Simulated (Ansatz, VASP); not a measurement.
# PbS: VASP beside Ansatz

File INCAR:

```
SYSTEM = PbS
ALGO = Normal
EDIFF = 1E-7
ENCUT = 520
GGA = PS
ISIF = 2
ISMEAR = -1
LASPH = .TRUE.
LCHARG = .FALSE.
LREAL = .FALSE.
LWAVE = .FALSE.
NBANDS = 17
NELM = 60
PREC = Accurate
SIGMA = 0.06
```

File KPOINTS:

```
k-points
0
G
  8 8 8
  0 0 0
```

The input POSCAR:

```
PbS
1.0
    0.0000000000      2.9451000000      2.9451000000
    2.9451000000      0.0000000000      2.9451000000
    2.9451000000      2.9451000000      0.0000000000
Pb S
1 1
Direct
    0.0000000000      0.0000000000      0.0000000000
    0.5000000000      0.5000000000      0.5000000000
```

Input for Ansatz:

```yaml
crystal:
  atoms:
  - position: [0.0, 0.0, 0.0]
    symbol: Pb
  - position: [0.5, 0.5, 0.5]
    symbol: S
  lattice:
  - [0.0, 2.9451, 2.9451]
  - [2.9451, 0.0, 2.9451]
  - [2.9451, 2.9451, 0.0]
hamiltonian:
  dispersion: none
  pseudopotentials:
    dirac_shells:
      Pb: [2p, 3d, 3p, 4d, 4p]
    kind: all_electron
    lapw: {}
    relativity: scalar
  xc: pbesol
kpoints:
  mp_grid:
    grid: [8, 8, 8]
    shift: [0, 0, 0]
magnetization: {spin_polarized: false}
output: {forces: true, stress: true}
scf:
  occupations: {method: fermi_dirac, width: 0.06}
```

Alike in both runs: task single point; functional PBEsol; k mesh 8 × 8 × 8; occupations fermi-dirac, width 0.06 eV; no spin polarisation.

```csv
,VASP,Ansatz
version,VASP 6.6.1,Ansatz 0.2 development build
potentials or method,"VASP PAW PBE potentials, release 64 (Pb_d, S), cutoff 520 eV","all-electron full-potential LAPW, scalar-relativistic"
```

Ansatz gave:

```
pressure (GPa) : 0.4
```

Q: Which values does VASP return?

A: Pressure (GPa): 0.3.

VASP's potentials were made for PBE, not for PBEsol. Ansatz ran all-electron here, and VASP with PAW potentials.

Neither program's run includes spin-orbit coupling.
